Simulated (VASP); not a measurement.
# SiS2 (Ibam) in VASP: further runs, part 2 of 2

VASP 6.6.1. The steps go on from the part before.

### 4 Relaxation of cell and atoms, r2SCAN+rVV10

This run uses another cell than the first one, of 23.82 Å³/atom.

POSCAR

```
SiS2
1.0
   -2.7058786714      4.7776978886      2.7637768342
    2.7058786714     -4.7776978886      2.7637768342
    2.7058786714      4.7776978886     -2.7637768342
Si S
2 4
Direct
    0.7500000000      0.7500000000      0.0000000000
    0.2500000000      0.2500000000      0.0000000000
    0.1193990326      0.2167529233      0.3361519560
    0.8806009674      0.7832470767      0.6638480440
    0.6193990326      0.2832470767      0.9026461093
    0.3806009674      0.7167529233      0.0973538907
```

INCAR.step1

```
ALGO = Normal
EDIFF = 1E-5
EDIFFG = -0.005
ENCUT = 550
GGA = PE
GGA_COMPAT = F
IBRION = 2
ISIF = 3
ISMEAR = -1
LASPH = T
LCHARG = F
LREAL = F
LWAVE = T
NELM = 120
NELMIN = 4
NSW = 100
PREC = Accurate
SIGMA = 0.02
```

INCAR.step2

```
ALGO = Normal
BPARAM = 11.95
CPARAM = 0.0093
EDIFF = 1E-7
EDIFFG = -0.005
ENCUT = 550
GGA_COMPAT = F
IBRION = 2
ISIF = 3
ISMEAR = -1
ISTART = 1
IVDW_NL = 2
LASPH = T
LCHARG = F
LMIXTAU = T
LREAL = F
LUSE_VDW = T
LWAVE = F
METAGGA = R2SCAN
NELM = 120
NELMIN = 4
NSW = 80
PREC = Accurate
SIGMA = 0.02
```

KPOINTS

```
k-points
0
Gamma
  6 6 6
```

Potentials or basis: VASP PAW PBE potentials, release 64 (Si, S).

Launch:

```bash
$ cat potpaw_PBE.64/Si/POTCAR potpaw_PBE.64/S/POTCAR > POTCAR
$ cp INCAR.step1 INCAR
$ mpirun -np 1 vasp_std > vasp.out
$ cp INCAR.step2 INCAR
$ mpirun -np 1 vasp_std > vasp.out
```

OUTCAR:

```text
BPARAM = 11.95
   EDIFF = 1E-7
   EDIFFG = -0.005
   ENCUT = 550
   IBRION = 2
   ISIF = 3
   ISMEAR = -1
   ISTART = 1
   IVDW_NL = 2
   LASPH = T
   LREAL = F
   METAGGA = R2SCAN
   NELM = 120
   NELMIN = 4
   NSW = 80
   PREC = Accurate

 ion  position               nearest neighbor table
   1  0.750  0.750  0.000-   5 2.14   6 2.14   3 2.14   4 2.14   2 2.76   2 2.76
   2  0.250  0.250  0.000-   6 2.14   5 2.14   4 2.14   3 2.14   1 2.76   1 2.76
   3  0.119  0.217  0.336-   1 2.14   2 2.14
   4  0.881  0.783  0.664-   2 2.14   1 2.14
   5  0.619  0.283  0.903-   1 2.14   2 2.14
   6  0.381  0.717  0.097-   2 2.14   1 2.14

  LATTYP: Found a body centered orthorhombic cell.
 ALAT       =     5.4117573428
 B/A-ratio  =     1.0213971762
 C/A-ratio  =     1.7656733612

  Lattice vectors:

 A1 = (  -2.7058786714,   4.7776978886,  -2.7637768342)
 A2 = (   2.7058786714,   4.7776978886,   2.7637768342)
 A3 = (   2.7058786714,  -4.7776978886,  -2.7637768342)

Analysis of symmetry for initial positions (statically):
=====================================================================
 Subroutine PRICEL returns:
 Original cell was already a primitive cell.

 Routine SETGRP: Setting up the symmetry group for a
 body centered orthorhombic supercell.

 Subroutine GETGRP returns: Found  8 space group operations
 (whereof  4 operations were pure point group operations)
 out of a pool of  8 trial point group operations.

The static configuration has the point symmetry C_2h.
 The point group associated with its full space group is D_2h.

Analysis of symmetry for dynamics (positions and initial velocities):
=====================================================================
 Subroutine PRICEL returns:
 Original cell was already a primitive cell.

 Routine SETGRP: Setting up the symmetry group for a
 body centered orthorhombic supercell.

 Subroutine GETGRP returns: Found  8 space group operations
 (whereof  4 operations were pure point group operations)
 out of a pool of  8 trial point group operations.

The dynamic configuration has the point symmetry C_2h.
 The point group associated with its full space group is D_2h.

 Subroutine INISYM returns: Found  8 space group operations
 (whereof  4 operations are pure point group operations),
 and found     1 'primitive' translations

----------------------------------------------------------------------------------------

                                     Primitive cell

  volume of cell :     142.9190

  direct lattice vectors                    reciprocal lattice vectors
    -2.705878671  4.777697889  2.763776834     0.000000000  0.104652913  0.180911857
     2.705878671 -4.777697889  2.763776834     0.184782860  0.000000000  0.180911857
     2.705878671  4.777697889 -2.763776834     0.184782860  0.104652913  0.000000000

  length of vectors
     6.147083771  6.147083771  6.147083771     0.209000795  0.258599701  0.212360395

  position of ions in fractional coordinates (direct lattice)
     0.750000000  0.750000000  0.000000000
     0.250000000  0.250000000  0.000000000
[... 76 lines left out ...]
   PREC   = accura    normal or accurate (medium, high low for compatibility)
   ISTART =      1    job   : 0-new  1-cont  2-samecut
   ICHARG =      0    charge: 1-file 2-atom 10-const
   ISPIN  =      1    spin polarized calculation?
   LNONCOLLINEAR =      F non collinear calculations
   LSORBIT =      F    spin-orbit coupling
   LASPH  =      T    aspherical Exc in radial PAW
   ENCUT  =  550.0 eV  40.42 Ry    6.36 a.u.  11.75 11.75 11.75*2*pi/ulx,y,z
   NELM   =    120;   NELMIN=  4; NELMDL=  0     # of ELM steps
   EDIFF  = 0.1E-06   stopping-criterion for ELM
   LREAL  =      F    real-space projection
   EDIFFG = -.5E-02   stopping-criterion for IOM
   NSW    =     80    number of steps for IOM
   IBRION =      2    ionic relax: 0-MD 1-quasi-New 2-CG
   NFREE  =      1    steps in history (QN), initial steepest desc. (CG)
   ISIF   =      3    stress and relaxation
   ISYM   =      2    0-nonsym 1-usesym 2-fastsym
   POTIM  = 0.5000    time-step for ionic-motion
   TEBEG  =    0.0;   TEEND  =   0.0 temperature during run
   PSTRESS=    0.0 pullay stress
   NELECT =      32.0000    total number of electrons
   NUPDOWN=      -1.0000    fix difference up-down
   EMIN   =  10.00;   EMAX   =-10.00  energy-range for DOS
   EFERMI =   0.00;   METHOD = LEGACY
   ISMEAR =    -1;   SIGMA  =   0.02  broadening in eV -4-tet -1-fermi 0-gaus
   EFERMI_NEDOS =   21; number of points for ismear=-14 and -15
   IALGO  =     38    algorithm
   IMIX   =      4    mixing-type and parameters
     AMIX     =   0.40;   BMIX     =  1.00
     AMIX_MAG =   1.60;   BMIX_MAG =  1.00
  volume/ion in A,a.u.               =      23.82       160.74
  Fermi-wavevector in a.u.,A,eV,Ry     =   0.994096  1.878568 13.445633  0.988226
  Thomas-Fermi vector in A             =   2.126023
   LORBIT       =      0    0 simple, 1 ext, 2 COOP (PROOUT), +10 PAW based schemes
   METAGGA = R2SCAN    functional components
   LHFCALC =     F    Hartree Fock is set to
   AEXX    =    0.0000 exact exchange contribution
   IVDW_NL    =     2    kernel type
   BPARAM     =11.9500
   IVDW    =     0    specifies the selected vdW correction
   LEPSILON=     F    determine dielectric tensor
   LRPA    =     F    only Hartree local field effects (RPA)
 conjugate gradient relaxation of ions
 non-spin polarized calculation
  energy-cutoff  :      550.00
  volume of cell :      142.92
 maximum number of plane-waves:      4222
   NGX = 23   NGY = 23   NGZ = 23

--------------------------------------- Ionic step        1  -------------------------------------------

 number of electron      32.0000000 magnetization

 Free energy of the ion-electron system (eV)
  ---------------------------------------------------
  ext. energy  EPLUGINS =         0.00000000
  ---------------------------------------------------
  free energy    TOTEN  =       -53.32107275 eV

  energy without entropy =      -53.32107275  energy(sigma->0) =      -53.32107275

------------------------ aborting loop because EDIFF is reached ----------------------------------------

  FORCE on cell =-STRESS in cart. coord.  units (eV):
  Direction    XX          YY          ZZ          XY          YZ          ZX
  --------------------------------------------------------------------------------------
  -------------------------------------------------------------------------------------
  Total       -0.6740760     -0.6771373     -0.9471093     -0.0000000      0.0000000      0.0000000
  in kB       -7.5566527     -7.5909712    -10.6174621     -0.0000000      0.0000000      0.0000000
  external PRESSURE =      -8.5883620 kB  Pullay stress =       0.0000000 kB
[... 101 lines left out ...]
  FREE ENERGIE OF THE ION-ELECTRON SYSTEM (eV)
  ---------------------------------------------------
  free  energy   TOTEN  =       -53.3276787524 eV

  energy  without entropy=      -53.3276787524  energy(sigma->0) =      -53.32767875

[... ionic steps 4 to 10 ...]

--------------------------------------- Ionic step       11  -------------------------------------------

 number of electron      32.0000001 magnetization

------------------------ aborting loop because EDIFF is reached ----------------------------------------
[... 75 lines left out ...]
--------------------------------------- Ionic step       13  -------------------------------------------

 number of electron      32.0000001 magnetization

 Free energy of the ion-electron system (eV)
  ---------------------------------------------------
  ext. energy  EPLUGINS =         0.00000000
  ---------------------------------------------------
  free energy    TOTEN  =       -53.33158257 eV

  energy without entropy =      -53.33158257  energy(sigma->0) =      -53.33158257

 E-fermi :   2.4463     XC(G=0):  -8.8657

 val. band max:        2.0411092182   @ k =  -0.3333   0.3333   0.1667
 cond. band min:       5.2010204905   @ k =   0.5000   0.5000   0.5000
 fundamental gap:      3.1599112723
 Fermi energy:         2.4462959465

 k-point     1 :       0.0000    0.0000    0.0000
  band No.  band energies     occupation
      1     -13.3103      2.00000
      2     -11.0849      2.00000
      3     -10.4824      2.00000
      4     -10.3353      2.00000
      5      -5.7516      2.00000
      6      -4.1624      2.00000
[... 541 lines left out ...]
     19       7.0409      0.00000
     20       7.0409      0.00000

 [... further k-points ...]

------------------------ aborting loop because EDIFF is reached ----------------------------------------

  FORCE on cell =-STRESS in cart. coord.  units (eV):
  Direction    XX          YY          ZZ          XY          YZ          ZX
  --------------------------------------------------------------------------------------
  -------------------------------------------------------------------------------------
  Total        0.0200712     -0.0119569      0.0160278      0.0000000      0.0000000      0.0000000
  in kB        0.2213814     -0.1318824      0.1767839      0.0000000      0.0000000      0.0000000
  external PRESSURE =       0.0887610 kB  Pullay stress =       0.0000000 kB
[... 21 lines left out ...]
  FREE ENERGIE OF THE ION-ELECTRON SYSTEM (eV)
  ---------------------------------------------------
  free  energy   TOTEN  =       -53.3315825725 eV

  energy  without entropy=      -53.3315825725  energy(sigma->0) =      -53.33158257

 reached required accuracy - stopping structural energy minimisation
```

Wall time 86 min (1 thread of Intel Xeon 6975P-C (Granite Rapids), shared host); peak memory 0.82 GiB.

Results:

```yaml
Free_energy: -53.3316 eV
Relaxed_volume: 24.21 Å³/atom
Relaxed_cell: a = 6.184 Å, b = 6.184 Å, c = 6.184 Å, α = 127.48°, β = 77.85°, γ = 127.00°
Space_group_after_relaxing_to_0.1_Å: Ibam (No. 72)
Energy_gained_by_relaxing: 1.8 meV/atom
Ionic_steps: 13
Pressure_after_relaxing: 0.0 GPa
Largest_force_after_relaxing: 0.005 eV/Å
Band_gap_on_the_k_mesh: 3.16 eV (least direct gap 3.47 eV)
```

Forces in eV/Å, atoms in the order of the input:
```
Si   0.000  0.000  0.000
Si   0.000  0.000  0.000
S   -0.002  0.005  0.000
S    0.002 -0.005  0.000
S    0.002  0.005  0.000
S   -0.002 -0.005  0.000
```

Step by step:
| step | energy change (eV) | largest force (eV/Å) | pressure (GPa) | volume (Å³) |
| --- | --- | --- | --- | --- |
| 1 | 0.0000 | 0.2951 | -0.86 | 142.92 |
| 2 | 0.0066 | 0.3177 | 1.69 | 140.29 |
| 3 | -0.0066 | 0.0468 | 0.17 | 141.82 |
| 4 | -0.0074 | 0.0378 | 0.14 | 142.20 |
| 5 | -0.0091 | 0.0109 | 0.08 | 143.36 |
| 6 | -0.0091 | 0.0499 | -0.03 | 145.68 |
| 7 | -0.0096 | 0.0220 | 0.02 | 144.52 |
| 8 | -0.0103 | 0.0116 | -0.05 | 145.04 |
| 9 | -0.0104 | 0.0201 | -0.07 | 145.25 |
| 10 | -0.0103 | 0.0292 | 0.13 | 145.09 |
| 11 | -0.0104 | 0.0098 | 0.01 | 145.18 |
| 12 | -0.0105 | 0.0086 | 0.01 | 145.20 |
| 13 | -0.0105 | 0.0049 | 0.01 | 145.26 |

Final structure:
```cif
data_structure
_symmetry_space_group_name_H-M 'P 1'
_symmetry_Int_Tables_number 1
_cell_length_a 6.1840
_cell_length_b 6.1840
_cell_length_c 6.1840
_cell_angle_alpha 127.483
_cell_angle_beta 77.855
_cell_angle_gamma 127.003
_cell_volume 145.26
loop_
_atom_site_label
_atom_site_type_symbol
_atom_site_fract_x
_atom_site_fract_y
_atom_site_fract_z
_atom_site_occupancy
Si1 Si 0.75000 0.75000 0.00000 1
Si2 Si 0.25000 0.25000 0.00000 1
S1 S 0.11777 0.21272 0.33048 1
S2 S 0.88223 0.78728 0.66952 1
S3 S 0.61777 0.28728 0.90505 1
S4 S 0.38223 0.71272 0.09495 1
```

Caveat: the PAW data sets were made with another functional, which shifts forces and pressure a little.

### 5 The runs side by side

```tsv
task	level	cell	k mesh	cutoff (eV)	smearing	grid for exact exchange (PRECFOCK)	share of exact exchange	screening parameter	gap on the mesh (eV)	pressure (GPa)	largest force (eV/Å)
single point	HSE06	a = 6.194 Å, angles 127.4, 77.9, 127.0°, 6 atoms, atomic positions A	4 × 4 × 4	400	gaussian 0.01 eV	Normal	0.25	0.2079 1/Å	3.90	0.2	0.31
single point	r2SCANh	a = 6.194 Å, angles 127.4, 77.9, 127.0°, 6 atoms, atomic positions A	4 × 4 × 4	440	gaussian 0.01 eV	Normal	0.1	-	3.85	-0.2	0.24
relaxation of cell and atoms	r2SCAN+rVV10	relaxed from a = 6.147 Å, angles 127.8, 78.0, 126.6°, 6 atoms, atomic positions B	6 × 6 × 6	550	fermi-dirac 0.02 eV	-	-	-	3.16	0.0	-
```

Alike in all rows: potentials or basis VASP PAW PBE potentials, release 64 (Si, S); no spin polarisation.

Caveats: the PAW data sets were made with another functional, which shifts forces and pressure a little.

Total energies depend on the potentials used, so only differences within one code and one set of settings carry meaning.
